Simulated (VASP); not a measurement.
# Mg8HO8 (a cell with a defect) in VASP: further runs

The runs below take Mg8HO8 (a cell with a defect) through single point, with PBE.

Program: VASP 6.6.1. These are calculated values, not measurements. Logs are shortened: lines on timing, memory, paths and dates and some standing lists are left out, and cuts for length are marked.

### Step 1. The cell of the first run

The cell holds a defect, 17 atoms: a = 5.315 Å, b = 5.315 Å, c = 5.315 Å, α = 60.00°, β = 60.00°, γ = 60.00°.

### Step 2. Single point, PBE

File INCAR:

```
SYSTEM = Mg8HO8
PREC = Accurate ; ENCUT = 520
EDIFF = 1E-6 ; ISMEAR = -1
SIGMA = 0.02 ; LREAL = Auto
LASPH = .True. ; NELM = 100
ALGO = Normal ; ISIF = 2
LWAVE = .False. ; LCHARG = .False.
GGA = PE ; NBANDS = 46
NELECT = 64.0
```

File KPOINTS:

```
Automatic mesh
0
Gamma
  3 3 3
  0 0 0
```

File POSCAR:

```
Mg8HO8
1.0
    0.0000000000      3.7580000000      3.7580000000
    3.7580000000      0.0000000000      3.7580000000
    3.7580000000      3.7580000000      0.0000000000
Mg O H
8 8 1
Direct
   -0.0008422991     -0.0009952064      0.0032083097
   -0.0157901359     -0.0159191469      0.5110450303
   -0.0026328168      0.4978779431      0.0072537119
   -0.0159487952      0.5213615447      0.5109926786
    0.4980501406     -0.0028518536      0.0072792759
    0.5216462919     -0.0161445083      0.5109704270
    0.4981029849      0.4979520035      0.0073324489
    0.4997135950      0.4995628430      0.5015333420
    0.2431355878      0.2429538461      0.2714301890
    0.2491657330      0.2489635241      0.7506707998
    0.2476575118      0.7495091835      0.2538085533
    0.2492350390      0.7514341461      0.7507865878
    0.7496842100      0.2475289839      0.2537817220
    0.7515302132      0.2490621849      0.7508344913
    0.7496336000      0.7494399165      0.2537228819
    0.7433674761      0.7431502934      0.7708690600
    0.1674596639      0.1670307025      0.4995063907
```

Potentials or basis: VASP PAW PBE potentials, release 64 (Mg, O, H).

Command:

```console
> cat potpaw_PBE.64/Mg/POTCAR potpaw_PBE.64/O/POTCAR potpaw_PBE.64/H/POTCAR > POTCAR
> mpirun -np 1 vasp_std > vasp.out
```

OUTCAR:

```text
SYSTEM = Mg8HO8
   PREC = Accurate
   ENCUT = 520
   EDIFF = 1E-6
   ISMEAR = -1
   LREAL = Auto
   LASPH = .True.
   NELM = 100
   ISIF = 2
   GGA = PE
   NELECT = 64.0

 ion  position               nearest neighbor table
   1  0.999  0.999  0.003-  15 1.88  13 1.88  11 1.88  10 1.88  12 1.88  14 1.88  17 2.19   6 2.62
                             4 2.62   2 2.62   3 2.66   7 2.66   5 2.66   5 2.66   3 2.66   7 2.66
   2  0.984  0.984  0.511-  17 1.65  16 1.81  13 1.85  11 1.85  14 1.90  12 1.90   9 1.95   6 2.46
                             4 2.46   5 2.61   3 2.61   1 2.62   8 2.66   8 2.66   1 2.70   3 2.71
   3  0.997  0.498  0.007-  16 1.84  15 1.87  13 1.87  12 1.90  10 1.90   9 1.92   4 2.61   2 2.61
                             8 2.64   7 2.65   5 2.65   1 2.66   1 2.66   5 2.66   7 2.66   8 2.68
   4  0.984  0.521  0.511-  17 1.65  16 1.81  15 1.85  11 1.85  10 1.90  14 1.90   9 1.95   6 2.46
                             2 2.46   7 2.61   3 2.61   1 2.62   8 2.66   8 2.66   1 2.70   3 2.71
   5  0.498  0.997  0.007-  16 1.84  15 1.87  11 1.87  14 1.90  10 1.90   9 1.92   6 2.61   2 2.61
                             8 2.64   7 2.65   3 2.65   1 2.66   1 2.66   3 2.66   7 2.66   8 2.68
   6  0.522  0.984  0.511-  17 1.65  16 1.81  15 1.85  13 1.85  10 1.90  12 1.90   9 1.95   4 2.46
                             2 2.46   7 2.61   5 2.61   1 2.62   8 2.66   8 2.66   1 2.70   5 2.71
   7  0.498  0.498  0.007-  16 1.84  13 1.87  11 1.87  14 1.90  12 1.90   9 1.92   6 2.61   4 2.61
                             8 2.64   5 2.65   3 2.65   1 2.66   1 2.66   3 2.66   5 2.66   8 2.68
   8  0.500  0.500  0.502-  11 1.88  13 1.88  15 1.88  14 1.88  12 1.88  10 1.88   7 2.64   5 2.64
                             3 2.64   4 2.66   2 2.66   6 2.66   2 2.66   6 2.66   4 2.66   3 2.68
   9  0.243  0.243  0.271-  17 0.99   3 1.92   5 1.92   7 1.92   2 1.95   4 1.95   6 1.95
  10  0.249  0.249  0.751-   1 1.88   8 1.88   5 1.90   3 1.90   4 1.90   6 1.90
  11  0.248  0.750  0.254-   4 1.85   2 1.85   5 1.87   7 1.87   1 1.88   8 1.88
  12  0.249  0.751  0.751-   1 1.88   8 1.88   7 1.90   3 1.90   2 1.90   6 1.90
  13  0.750  0.248  0.254-   6 1.85   2 1.85   7 1.87   3 1.87   1 1.88   8 1.88
  14  0.752  0.249  0.751-   1 1.88   8 1.88   7 1.90   5 1.90   2 1.90   4 1.90
  15  0.750  0.749  0.254-   6 1.85   4 1.85   5 1.87   3 1.87   1 1.88   8 1.88
  16  0.743  0.743  0.771-   6 1.81   4 1.81   2 1.81   3 1.84   5 1.84   7 1.84
  17  0.167  0.167  0.500-   9 0.99   6 1.65   4 1.65   2 1.65   1 2.19

  LATTYP: Found a face centered cubic cell.
 ALAT       =     7.5160000000

  Lattice vectors:

 A1 = (   0.0000000000,   3.7580000000,   3.7580000000)
 A2 = (   3.7580000000,   0.0000000000,   3.7580000000)
 A3 = (   3.7580000000,   3.7580000000,   0.0000000000)

Analysis of symmetry for initial positions (statically):
=====================================================================
 Subroutine PRICEL returns:
 Original cell was already a primitive cell.

 Routine SETGRP: Setting up the symmetry group for a
 face centered cubic supercell.

 Subroutine GETGRP returns: Found  1 space group operations
 (whereof  1 operations were pure point group operations)
 out of a pool of 48 trial point group operations.

The static configuration has the point symmetry C_1 .

Analysis of symmetry for dynamics (positions and initial velocities):
=====================================================================
 Subroutine PRICEL returns:
 Original cell was already a primitive cell.

 Routine SETGRP: Setting up the symmetry group for a
 face centered cubic supercell.

 Subroutine GETGRP returns: Found  1 space group operations
 (whereof  1 operations were pure point group operations)
 out of a pool of 48 trial point group operations.

The dynamic configuration has the point symmetry C_1 .

 Subroutine INISYM returns: Found  1 space group operations
 (whereof  1 operations are pure point group operations),
 and found     1 'primitive' translations

----------------------------------------------------------------------------------------

                                     Primitive cell

  volume of cell :     106.1452

  direct lattice vectors                    reciprocal lattice vectors
     0.000000000  3.758000000  3.758000000    -0.133049494  0.133049494  0.133049494
     3.758000000  0.000000000  3.758000000     0.133049494 -0.133049494  0.133049494
     3.758000000  3.758000000  0.000000000     0.133049494  0.133049494 -0.133049494

  length of vectors
     5.314614567  5.314614567  5.314614567     0.230448484  0.230448484  0.230448484

  position of ions in fractional coordinates (direct lattice)
     0.999157701  0.999004794  0.003208310
     0.984209864  0.984080853  0.511045030
     0.997367183  0.497877943  0.007253712
     0.984051205  0.521361545  0.510992679
     0.498050141  0.997148146  0.007279276
     0.521646292  0.983855492  0.510970427
[... 9 lines left out ...]
     0.743367476  0.743150293  0.770869060
     0.167459664  0.167030702  0.499506391

  ion indices of the primitive-cell ions
   primitive index   ion index
                 1           1
                 2           2
                 3           3
                 4           4
                 5           5
                 6           6
[... 9 lines left out ...]
                16          16
                17          17

----------------------------------------------------------------------------------------

 KPOINTS: Automatic mesh

Automatic generation of k-mesh.
 Grid dimensions read from file:
 generate k-points for:    3    3    3

 Generating k-lattice:

  Cartesian coordinates                     Fractional coordinates (reciprocal lattice)
    -0.044349831  0.044349831  0.044349831     0.333333333  0.000000000  0.000000000
     0.044349831 -0.044349831  0.044349831     0.000000000  0.333333333  0.000000000
     0.044349831  0.044349831 -0.044349831     0.000000000  0.000000000  0.333333333

  Length of vectors
     0.076816161  0.076816161  0.076816161

  Shift w.r.t. Gamma in fractional coordinates (k-lattice)
     0.000000000  0.000000000  0.000000000

 Subroutine IBZKPT returns following result:
 ===========================================

 Found     14 irreducible k-points:

 Following reciprocal coordinates:
            Coordinates               Weight
  0.000000  0.000000  0.000000      1.000000
  0.333333  0.000000  0.000000      2.000000
  0.000000  0.333333  0.000000      2.000000
  0.000000  0.000000  0.333333      2.000000
  0.333333  0.333333  0.333333      2.000000
  0.333333  0.333333  0.000000      2.000000
  0.000000  0.333333  0.333333      2.000000
  0.333333  0.000000  0.333333      2.000000
 -0.333333  0.333333  0.000000      2.000000
  0.000000 -0.333333  0.333333      2.000000
  0.333333  0.000000 -0.333333      2.000000
  0.333333  0.333333 -0.333333      2.000000
 -0.333333  0.333333 -0.333333      2.000000
  0.333333 -0.333333 -0.333333      2.000000
   k-points           NKPTS =     14   k-points in BZ     NKDIM =     14   number of bands    NBANDS=     46
   number of dos      NEDOS =    301   number of ions     NIONS =     17
   total plane-waves  NPLWV =  64000
   dimension x,y,z NGX =    40 NGY =   40 NGZ =   40
   dimension x,y,z NGXF=    80 NGYF=   80 NGZF=   80
   ions per type =               8   8   1
   NGX,Y,Z   is equivalent  to a cutoff of  12.51, 12.51, 12.51 a.u.
   NGXF,Y,Z  is equivalent  to a cutoff of  25.02, 25.02, 25.02 a.u.
 SYSTEM =  Mg8HO8
   PREC   = accura    normal or accurate (medium, high low for compatibility)
   ISTART =      0    job   : 0-new  1-cont  2-samecut
   ICHARG =      2    charge: 1-file 2-atom 10-const
   ISPIN  =      1    spin polarized calculation?
   LNONCOLLINEAR =      F non collinear calculations
   LSORBIT =      F    spin-orbit coupling
   LASPH  =      T    aspherical Exc in radial PAW
   ENCUT  =  520.0 eV  38.22 Ry    6.18 a.u.   9.88  9.88  9.88*2*pi/ulx,y,z
   NELM   =    100;   NELMIN=  2; NELMDL= -5     # of ELM steps
   EDIFF  = 0.1E-05   stopping-criterion for ELM
   LREAL  =      T    real-space projection
   EDIFFG = 0.1E-04   stopping-criterion for IOM
   NSW    =      0    number of steps for IOM
   IBRION =     -1    ionic relax: 0-MD 1-quasi-New 2-CG
   NFREE  =      0    steps in history (QN), initial steepest desc. (CG)
   ISIF   =      2    stress and relaxation
   ISYM   =      2    0-nonsym 1-usesym 2-fastsym
   POTIM  = 0.5000    time-step for ionic-motion
   TEBEG  =    0.0;   TEEND  =   0.0 temperature during run
   PSTRESS=    0.0 pullay stress
   NELECT =      64.0000    total number of electrons
   NUPDOWN=      -1.0000    fix difference up-down
   EMIN   =  10.00;   EMAX   =-10.00  energy-range for DOS
   EFERMI =   0.00;   METHOD = LEGACY
   ISMEAR =    -1;   SIGMA  =   0.02  broadening in eV -4-tet -1-fermi 0-gaus
   EFERMI_NEDOS =   21; number of points for ismear=-14 and -15
   IALGO  =     38    algorithm
   IMIX   =      4    mixing-type and parameters
     AMIX     =   0.40;   BMIX     =  1.00
     AMIX_MAG =   1.60;   BMIX_MAG =  1.00
  volume/ion in A,a.u.               =       6.24        42.14
  Fermi-wavevector in a.u.,A,eV,Ry     =   1.383040  2.613566 26.025216  1.912799
  Thomas-Fermi vector in A             =   2.507675
   LORBIT       =      0    0 simple, 1 ext, 2 COOP (PROOUT), +10 PAW based schemes
   GGA     = PE    functional components
   LHFCALC =     F    Hartree Fock is set to
   AEXX    =    0.0000 exact exchange contribution
   IVDW    =     0    specifies the selected vdW correction
   LEPSILON=     F    determine dielectric tensor
   LRPA    =     F    only Hartree local field effects (RPA)
 non-spin polarized calculation
  energy-cutoff  :      520.00
  volume of cell :      106.15
 maximum number of plane-waves:      2872
   NGX = 19   NGY = 19   NGZ = 19

 number of electron      64.0000017 magnetization

 Free energy of the ion-electron system (eV)
  ---------------------------------------------------
  ext. energy  EPLUGINS =         0.00000000
  ---------------------------------------------------
  free energy    TOTEN  =       -90.88371741 eV

  energy without entropy =      -90.88371741  energy(sigma->0) =      -90.88371741

 E-fermi :   6.9044     XC(G=0): -12.8086

 val. band max:        6.4307927363   @ k =   0.0000   0.0000   0.0000
 cond. band min:      12.4945561347   @ k =   0.0000   0.0000   0.0000
 fundamental gap:      6.0637633985
 Fermi energy:         6.9043720801

 k-point     1 :       0.0000    0.0000    0.0000
  band No.  band energies     occupation
      1     -15.0407      2.00000
      2     -12.1874      2.00000
      3     -10.4588      2.00000
      4     -10.4057      2.00000
      5     -10.4040      2.00000
      6     -10.3847      2.00000
[... 36 lines left out ...]
     43      20.7893      0.00000
     44      21.2887      0.00000

 k-point     2 :       0.3333    0.0000    0.0000
  band No.  band energies     occupation
      1     -14.9534      2.00000
      2     -11.9581      2.00000
      3     -10.9773      2.00000
      4     -10.4495      2.00000
      5     -10.3562      2.00000
      6     -10.3511      2.00000
[... 36 lines left out ...]
     43      21.2827      0.00000
     44      21.5808      0.00000

 k-point     3 :       0.0000    0.3333    0.0000
  band No.  band energies     occupation
      1     -14.9534      2.00000
      2     -11.9582      2.00000
      3     -10.9772      2.00000
      4     -10.4499      2.00000
      5     -10.3559      2.00000
      6     -10.3511      2.00000
[... 506 lines left out ...]
     43      20.1963      0.00000
     44      20.3351      0.00000

 k-point    14 :       0.3333   -0.3333   -0.3333
  band No.  band energies     occupation
      1     -14.8992      2.00000
      2     -11.5321      2.00000
      3     -11.2564      2.00000
      4     -10.9554      2.00000
      5     -10.4879      2.00000
      6     -10.2646      2.00000
[... 36 lines left out ...]
     43      20.1961      0.00000
     44      20.3353      0.00000
 [bands above 44 left out]

------------------------ aborting loop because EDIFF is reached ----------------------------------------

  FORCE on cell =-STRESS in cart. coord.  units (eV):
  Direction    XX          YY          ZZ          XY          YZ          ZX
  --------------------------------------------------------------------------------------
  -------------------------------------------------------------------------------------
  Total       74.4235974     74.4345289     74.4054261     -2.3381592      2.3134655      2.3003594
  in kB     1123.3650765   1123.5300784   1123.0907950    -35.2926556     34.9199236     34.7220979
  external PRESSURE =    1123.3286500 kB  Pullay stress =       0.0000000 kB

 VOLUME and BASIS-vectors are now :
 -----------------------------------------------------------------------------
  energy-cutoff  :      520.00
  volume of cell :      106.15
      direct lattice vectors                 reciprocal lattice vectors
     0.000000000  3.758000000  3.758000000    -0.133049494  0.133049494  0.133049494
     3.758000000  0.000000000  3.758000000     0.133049494 -0.133049494  0.133049494
     3.758000000  3.758000000  0.000000000     0.133049494  0.133049494 -0.133049494

 POSITION                                       TOTAL-FORCE (eV/Angst)
 -----------------------------------------------------------------------------------
      3.76632      3.76689      7.50909         0.000657      0.001011      0.000457
      5.61868      5.61917      7.39684        -0.010925     -0.010468     -0.027700
      1.89828      3.77537      5.61913        -0.002020     -0.028798      0.001289
      3.87959      5.61837      5.65734         0.022228     -0.006599      0.009621
      3.77464      1.89903      5.61896        -0.027835     -0.003009      0.002425
      5.61756      3.88057      5.65768        -0.005856      0.021210      0.008751
[... 9 lines left out ...]
      5.68968      5.69050      5.58633         0.022384      0.022396     -0.022537
      2.50485      2.50646      1.25701         0.066575      0.063399     -0.073582
 -----------------------------------------------------------------------------------
    total drift:                                0.010737      0.010888     -0.006239

  FREE ENERGIE OF THE ION-ELECTRON SYSTEM (eV)
  ---------------------------------------------------
  free  energy   TOTEN  =       -90.8837174106 eV

  energy  without entropy=      -90.8837174106  energy(sigma->0) =      -90.88371741
```

It took 1.7 min on 1 thread of AMD EPYC 9R45 (Zen 5), shared host; peak memory 0.22 GiB.

Results:

* Free energy: -90.8837 eV
* Largest force: 0.118 eV/Å

Forces on the atoms (eV/Å):
```
Mg   0.001  0.001  0.000
Mg  -0.011 -0.010 -0.028
Mg  -0.002 -0.029  0.001
Mg   0.022 -0.007  0.010
Mg  -0.028 -0.003  0.002
Mg  -0.006  0.021  0.009
Mg  -0.003 -0.003  0.028
Mg  -0.011 -0.010  0.012
O   -0.060 -0.058  0.064
O    0.004  0.005 -0.007
O   -0.007  0.009  0.008
O    0.009  0.003 -0.001
O    0.008 -0.007  0.007
O    0.002  0.010 -0.001
O   -0.007 -0.007 -0.008
O    0.022  0.022 -0.023
H    0.067  0.063 -0.074
```

Levels at points of the mesh, in eV from the Fermi level:
| k point | band 30 | band 31 | band 32 | band 33 | band 34 | band 35 |
| --- | --- | --- | --- | --- | --- | --- |
| (0.00, 0.00, 0.00) | -0.51 | -0.47 | -0.47 | 5.59 | 8.44 | 8.90 |

Caveat: the k points lie up to 0.48 Å⁻¹ apart; the cell carries a net charge on a neutralising background, which shifts energy and pressure; the cell is charged against a uniform background, so pressure and absolute levels hang on convention.

(Continued in part 2 of 2.)
